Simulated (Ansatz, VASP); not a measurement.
**KI: VASP beside Ansatz**

The input POSCAR:

```
KI
1.0
    0.0000000000      3.5442850250      3.5442850250
    3.5442850250      0.0000000000      3.5442850250
    3.5442850250      3.5442850250      0.0000000000
K I
1 1
Direct
    0.0000000000      0.0000000000      0.0000000000
    0.5000000000      0.5000000000      0.5000000000
```

Contents of INCAR.step1:

```
SYSTEM = KI
ALGO = Normal
EDIFF = 1E-5
ENCUT = 520
GGA = PE
ISIF = 2
ISMEAR = 0
LASPH = .True.
LCHARG = .False.
LREAL = .False.
LWAVE = .True.
NBANDS = 15
NELM = 60
PREC = Accurate
SIGMA = 0.01
```

INCAR.step2

```
SYSTEM = KI
AEXX = 0.1
ALGO = Normal
EDIFF = 1E-6
ENCUT = 520
GGA = PE
HFSCREEN = 0.1
ISIF = 2
ISMEAR = 0
ISTART = 1
LASPH = .True.
LCHARG = .False.
LHFCALC = .True.
LREAL = .False.
LWAVE = .False.
NBANDS = 15
NELM = 60
PREC = Accurate
PRECFOCK = Normal
SIGMA = 0.01
```

KPOINTS

```
k-points
0
Gamma
  4 4 4
  0 0 0
```

Input for Ansatz:

```yaml
crystal:
  lattice:
    - [0.0, 3.544285025, 3.544285025]
    - [3.544285025, 0.0, 3.544285025]
    - [3.544285025, 3.544285025, 0.0]
  atoms:
    - { symbol: K, position: [0.0, 0.0, 0.0] }
    - { symbol: I, position: [0.5, 0.5, 0.5] }
kpoints:
  mp_grid: { grid: [4, 4, 4] }
hamiltonian:
  xc: { exchange: pbe, correlation: pbe, exx: { coeff: 0.1, omega: 0.1 } }
scf:
  occupations: { method: fixed }
  n_extra_bands: 4
output:
  forces: true
  stress: true
  eigenvalues: true
```

Alike in both runs: task single point; functional PBE-based screened hybrid; k mesh 4 × 4 × 4; no spin polarisation.

|  | VASP | Ansatz |
| --- | --- | --- |
| version | VASP 6.6.1 | Ansatz 0.2.0 |
| potentials or method | VASP PAW PBE potentials, release 64 (K_sv, I) | plane waves |
| plane-wave cutoff (eV) | 520 | 420 |
| occupations | gaussian, width 0.01 eV | fixed |
| valence electrons in the cell | 16 | 26 |

```csv
,VASP,Ansatz,Ansatz less VASP
gap on the k mesh at the Fermi level (eV),4.46,4.47,+0.005
pressure (GPa),0.4,0.4,-0.01
```

VASP's potentials were made for PBE, not for PBE-based screened hybrid. VASP's potentials hold 16 valence electrons a cell and Ansatz's 26, so a difference there can come from the potentials and not from the codes. Ansatz's warnings: stress exchange threshold loose, stress scf threshold loose.

Spin-orbit coupling is off throughout.
